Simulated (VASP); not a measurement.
# KMgF3 in VASP: settings compared

KMgF3 is run at these levels: LDA, PBE; tasks: single point.

All numbers are computed with VASP 6.6.1; they aren't measurements. Logs are shortened: lines on timing, memory, paths and dates and some standing lists are left out, and cuts for length are marked.

## 1. The cell of the first run

It takes space group Pm-3m (No. 221, cubic). The conventional cell has a = 3.986 Å, b = 3.986 Å, c = 3.986 Å, α = 90.00°, β = 90.00°, γ = 90.00°. K (site symmetry m-3m) has 12 F at 2.82 Å and 8 Mg at 3.45 Å within 3.7 Å. Mg (site symmetry m-3m) has 6 F at 1.99 Å within 2.6 Å. F (site symmetry 4/mmm) has 2 Mg at 1.99 Å within 2.6 Å.

## 2. Single point, LDA

INCAR

```
SYSTEM = KMgF3
PREC     = Accurate       ! precision mode
ENCUT    = 520            ! plane-wave cutoff, eV
EDIFF    = 1E-6           ! SCF threshold, eV
ISMEAR   = -1             ! smearing method
SIGMA    = 0.05           ! smearing width, eV
LREAL    = .FALSE.        ! projectors in reciprocal space
LASPH    = .TRUE.         ! aspherical terms in the spheres
NELM     = 80             ! most SCF steps
ALGO     = Normal         ! electronic algorithm
ISIF     = 2              ! what is computed and relaxed
LWAVE    = .FALSE.        ! write WAVECAR
LCHARG   = .TRUE.         ! write CHGCAR
GGA      = CA             ! functional
LELF     = .TRUE.         ! ELF
LVHAR    = .TRUE.       
NBANDS   = 24             ! bands
```

KPOINTS

```
Automatic mesh
0
G
  7 7 7
  0 0 0
```

POSCAR

```
KMgF3
1.0
    3.9859000000      0.0000000000      0.0000000000
    0.0000000000      3.9859000000      0.0000000000
    0.0000000000      0.0000000000      3.9859000000
K Mg F
1 1 3
Direct
    0.5000000000      0.5000000000      0.5000000000
    0.0000000000      0.0000000000      0.0000000000
    0.0000000000      0.0000000000      0.5000000000
    0.0000000000      0.5000000000      0.0000000000
    0.5000000000      0.0000000000      0.0000000000
```

Potentials or basis: VASP PAW LDA potentials, release 64 (K_sv, Mg, F).

The run is started by

```bash
> cat potpaw_LDA.64/K_sv/POTCAR potpaw_LDA.64/Mg/POTCAR potpaw_LDA.64/F/POTCAR > POTCAR
> mpirun -np 1 vasp_std > vasp.out
```

OUTCAR:

```text
SYSTEM = KMgF3
   PREC = Accurate
   ENCUT = 520
   EDIFF = 1E-6
   ISMEAR = -1
   LREAL = .FALSE.
   LASPH = .TRUE.
   NELM = 80
   ISIF = 2
   GGA = CA

 ion  position               nearest neighbor table
   1  0.500  0.500  0.500-   3 2.82   4 2.82   5 2.82   4 2.82   5 2.82   3 2.82   5 2.82   5 2.82
                             3 2.82   4 2.82   4 2.82   3 2.82   2 3.45   2 3.45   2 3.45   2 3.45
   2  0.000  0.000  0.000-   3 1.99   4 1.99   5 1.99   3 1.99   4 1.99   5 1.99   1 3.45   1 3.45
                             1 3.45   1 3.45   1 3.45   1 3.45   1 3.45   1 3.45
   3  0.000  0.000  0.500-   2 1.99   2 1.99   1 2.82   1 2.82   1 2.82   1 2.82
   4  0.000  0.500  0.000-   2 1.99   2 1.99   1 2.82   1 2.82   1 2.82   1 2.82
   5  0.500  0.000  0.000-   2 1.99   2 1.99   1 2.82   1 2.82   1 2.82   1 2.82

  LATTYP: Found a simple cubic cell.
 ALAT       =     3.9859000000

  Lattice vectors:

 A1 = (   3.9859000000,   0.0000000000,   0.0000000000)
 A2 = (   0.0000000000,   3.9859000000,   0.0000000000)
 A3 = (   0.0000000000,   0.0000000000,   3.9859000000)

Analysis of symmetry for initial positions (statically):
=====================================================================
 Subroutine PRICEL returns:
 Original cell was already a primitive cell.

 Routine SETGRP: Setting up the symmetry group for a
 simple cubic supercell.

 Subroutine GETGRP returns: Found 48 space group operations
 (whereof 48 operations were pure point group operations)
 out of a pool of 48 trial point group operations.

The static configuration has the point symmetry O_h .

Analysis of symmetry for dynamics (positions and initial velocities):
=====================================================================
 Subroutine PRICEL returns:
 Original cell was already a primitive cell.

 Routine SETGRP: Setting up the symmetry group for a
 simple cubic supercell.

 Subroutine GETGRP returns: Found 48 space group operations
 (whereof 48 operations were pure point group operations)
 out of a pool of 48 trial point group operations.

The dynamic configuration has the point symmetry O_h .

 Subroutine INISYM returns: Found 48 space group operations
 (whereof 48 operations are pure point group operations),
 and found     1 'primitive' translations

----------------------------------------------------------------------------------------

                                     Primitive cell

  volume of cell :      63.3256

  direct lattice vectors                    reciprocal lattice vectors
     3.985900000  0.000000000  0.000000000     0.250884367  0.000000000  0.000000000
     0.000000000  3.985900000  0.000000000     0.000000000  0.250884367  0.000000000
     0.000000000  0.000000000  3.985900000     0.000000000  0.000000000  0.250884367

  length of vectors
     3.985900000  3.985900000  3.985900000     0.250884367  0.250884367  0.250884367

  position of ions in fractional coordinates (direct lattice)
     0.500000000  0.500000000  0.500000000
     0.000000000  0.000000000  0.000000000
     0.000000000  0.000000000  0.500000000
     0.000000000  0.500000000  0.000000000
     0.500000000  0.000000000  0.000000000

  ion indices of the primitive-cell ions
   primitive index   ion index
                 1           1
                 2           2
                 3           3
                 4           4
                 5           5

----------------------------------------------------------------------------------------

 KPOINTS: Automatic mesh

Automatic generation of k-mesh.
 Grid dimensions read from file:
 generate k-points for:    7    7    7

 Generating k-lattice:

  Cartesian coordinates                     Fractional coordinates (reciprocal lattice)
     0.035840624  0.000000000  0.000000000     0.142857143  0.000000000  0.000000000
     0.000000000  0.035840624  0.000000000     0.000000000  0.142857143  0.000000000
     0.000000000  0.000000000  0.035840624     0.000000000  0.000000000  0.142857143

  Length of vectors
     0.035840624  0.035840624  0.035840624

  Shift w.r.t. Gamma in fractional coordinates (k-lattice)
     0.000000000  0.000000000  0.000000000

 Subroutine IBZKPT returns following result:
 ===========================================

 Found     20 irreducible k-points:

 Following reciprocal coordinates:
            Coordinates               Weight
  0.000000  0.000000  0.000000      1.000000
  0.142857  0.000000  0.000000      6.000000
  0.285714  0.000000  0.000000      6.000000
  0.428571  0.000000  0.000000      6.000000
  0.142857  0.142857  0.000000     12.000000
  0.285714  0.142857  0.000000     24.000000
[... 12 lines left out ...]
  0.428571  0.428571  0.285714     24.000000
  0.428571  0.428571  0.428571      8.000000
   k-points           NKPTS =     20   k-points in BZ     NKDIM =     20   number of bands    NBANDS=     24
   number of dos      NEDOS =    301   number of ions     NIONS =      5
   total plane-waves  NPLWV =  27000
   dimension x,y,z NGX =    30 NGY =   30 NGZ =   30
   dimension x,y,z NGXF=    60 NGYF=   60 NGZF=   60
   ions per type =               1   1   3
   NGX,Y,Z   is equivalent  to a cutoff of  12.51, 12.51, 12.51 a.u.
   NGXF,Y,Z  is equivalent  to a cutoff of  25.03, 25.03, 25.03 a.u.
 SYSTEM =  KMgF3
   PREC   = accura    normal or accurate (medium, high low for compatibility)
   ISTART =      0    job   : 0-new  1-cont  2-samecut
   ICHARG =      2    charge: 1-file 2-atom 10-const
   ISPIN  =      1    spin polarized calculation?
   LNONCOLLINEAR =      F non collinear calculations
   LSORBIT =      F    spin-orbit coupling
   LASPH  =      T    aspherical Exc in radial PAW
   ENCUT  =  520.0 eV  38.22 Ry    6.18 a.u.   7.41  7.41  7.41*2*pi/ulx,y,z
   NELM   =     80;   NELMIN=  2; NELMDL= -5     # of ELM steps
   EDIFF  = 0.1E-05   stopping-criterion for ELM
   LREAL  =      F    real-space projection
   EDIFFG = 0.1E-04   stopping-criterion for IOM
   NSW    =      0    number of steps for IOM
   IBRION =     -1    ionic relax: 0-MD 1-quasi-New 2-CG
   NFREE  =      0    steps in history (QN), initial steepest desc. (CG)
   ISIF   =      2    stress and relaxation
   ISYM   =      2    0-nonsym 1-usesym 2-fastsym
   POTIM  = 0.5000    time-step for ionic-motion
   TEBEG  =    0.0;   TEEND  =   0.0 temperature during run
   PSTRESS=    0.0 pullay stress
   NELECT =      32.0000    total number of electrons
   NUPDOWN=      -1.0000    fix difference up-down
   EMIN   =  10.00;   EMAX   =-10.00  energy-range for DOS
   EFERMI =   0.00;   METHOD = LEGACY
   ISMEAR =    -1;   SIGMA  =   0.05  broadening in eV -4-tet -1-fermi 0-gaus
   EFERMI_NEDOS =   21; number of points for ismear=-14 and -15
   IALGO  =     38    algorithm
   IMIX   =      4    mixing-type and parameters
     AMIX     =   0.40;   BMIX     =  1.00
     AMIX_MAG =   1.60;   BMIX_MAG =  1.00
  volume/ion in A,a.u.               =      12.67        85.47
  Fermi-wavevector in a.u.,A,eV,Ry     =   1.303962  2.464132 23.134232  1.700318
  Thomas-Fermi vector in A             =   2.434930
   LORBIT       =      0    0 simple, 1 ext, 2 COOP (PROOUT), +10 PAW based schemes
   GGA     = CA    functional components
   LHFCALC =     F    Hartree Fock is set to
   AEXX    =    0.0000 exact exchange contribution
   IVDW    =     0    specifies the selected vdW correction
   LEPSILON=     F    determine dielectric tensor
   LRPA    =     F    only Hartree local field effects (RPA)
 non-spin polarized calculation
  energy-cutoff  :      520.00
  volume of cell :       63.33
 maximum number of plane-waves:      1743
 NGX is ok and might be reduce to    30
   NGX = 15   NGY = 15   NGZ = 15

 number of electron      31.9999958 magnetization

 Free energy of the ion-electron system (eV)
  ---------------------------------------------------
  ext. energy  EPLUGINS =         0.00000000
  ---------------------------------------------------
  free energy    TOTEN  =       -27.06664580 eV

  energy without entropy =      -27.06664580  energy(sigma->0) =      -27.06664580

 E-fermi :  -0.8282     XC(G=0): -10.4087

 val. band max:       -2.0277543042   @ k =   0.4286   0.4286   0.4286
 cond. band min:       4.9616720851   @ k =   0.0000   0.0000   0.0000
 fundamental gap:      6.9894263894
 Fermi energy:        -0.8281592510

 k-point     1 :       0.0000    0.0000    0.0000
  band No.  band energies     occupation
      1     -27.1662      2.00000
      2     -21.7209      2.00000
      3     -21.0249      2.00000
      4     -21.0249      2.00000
      5     -10.9084      2.00000
      6     -10.9084      2.00000
[... 16 lines left out ...]
     23      11.5812      0.00000
     24      14.5070      0.00000

 k-point     2 :       0.1429    0.0000    0.0000
  band No.  band energies     occupation
      1     -27.1602      2.00000
      2     -21.6980      2.00000
      3     -21.0544      2.00000
      4     -21.0228      2.00000
      5     -10.9042      2.00000
      6     -10.8966      2.00000
[... 16 lines left out ...]
     23      11.5945      0.00000
     24      14.4266      0.00000

 k-point     3 :       0.2857    0.0000    0.0000
  band No.  band energies     occupation
      1     -27.1465      2.00000
      2     -21.6370      2.00000
      3     -21.1299      2.00000
      4     -21.0185      2.00000
      5     -10.8948      2.00000
      6     -10.8698      2.00000
[... 16 lines left out ...]
     23      11.5793      0.00000
     24      14.2276      0.00000
[... 406 lines left out ...]
 k-point    19 :       0.4286    0.4286    0.2857
  band No.  band energies     occupation
      1     -27.1036      2.00000
      2     -21.2978      2.00000
      3     -21.2185      2.00000
      4     -21.1897      2.00000
      5     -11.0563      2.00000
      6     -11.0514      2.00000
[... 16 lines left out ...]
     23      12.5867      0.00000
     24      12.7614      0.00000

 k-point    20 :       0.4286    0.4286    0.4286
  band No.  band energies     occupation
      1     -27.0981      2.00000
      2     -21.2515      2.00000
      3     -21.2104      2.00000
      4     -21.2104      2.00000
      5     -11.0964      2.00000
      6     -11.0964      2.00000
[... 16 lines left out ...]
     23      12.8243      0.00000
     24      12.9801      0.00000

------------------------ aborting loop because EDIFF is reached ----------------------------------------

  FORCE on cell =-STRESS in cart. coord.  units (eV):
  Direction    XX          YY          ZZ          XY          YZ          ZX
  --------------------------------------------------------------------------------------
  -------------------------------------------------------------------------------------
  Total       -2.0762004     -2.0762004     -2.0762004     -0.0000000     -0.0000000     -0.0000000
  in kB      -52.5291851    -52.5291851    -52.5291851     -0.0000000     -0.0000000     -0.0000000
  external PRESSURE =     -52.5291851 kB  Pullay stress =       0.0000000 kB

 VOLUME and BASIS-vectors are now :
 -----------------------------------------------------------------------------
  energy-cutoff  :      520.00
  volume of cell :       63.33
      direct lattice vectors                 reciprocal lattice vectors
     3.985900000  0.000000000  0.000000000     0.250884367  0.000000000  0.000000000
     0.000000000  3.985900000  0.000000000     0.000000000  0.250884367  0.000000000
     0.000000000  0.000000000  3.985900000     0.000000000  0.000000000  0.250884367

 POSITION                                       TOTAL-FORCE (eV/Angst)
 -----------------------------------------------------------------------------------
      1.99295      1.99295      1.99295         0.000000      0.000000      0.000000
      0.00000      0.00000      0.00000         0.000000      0.000000      0.000000
      0.00000      0.00000      1.99295         0.000000      0.000000      0.000000
      0.00000      1.99295      0.00000         0.000000      0.000000      0.000000
      1.99295      0.00000      0.00000         0.000000      0.000000      0.000000
 -----------------------------------------------------------------------------------
    total drift:                                0.000000     -0.000000      0.000000

  FREE ENERGIE OF THE ION-ELECTRON SYSTEM (eV)
  ---------------------------------------------------
  free  energy   TOTEN  =       -27.0666457983 eV

  energy  without entropy=      -27.0666457983  energy(sigma->0) =      -27.06664580
```

It took 16 s on 1 thread of Intel Xeon Platinum 8375C at 2.90GHz (Ice Lake), shared host; peak memory 0.16 GiB.

What came out:

| Quantity | Value |
| --- | --- |
| Free energy | -27.0666 eV |
| Pressure | -5.3 GPa |
| Band gap on the k mesh | 6.99 eV, indirect (least direct gap 7.28 eV) |

(Continued in part 2 of 2.)
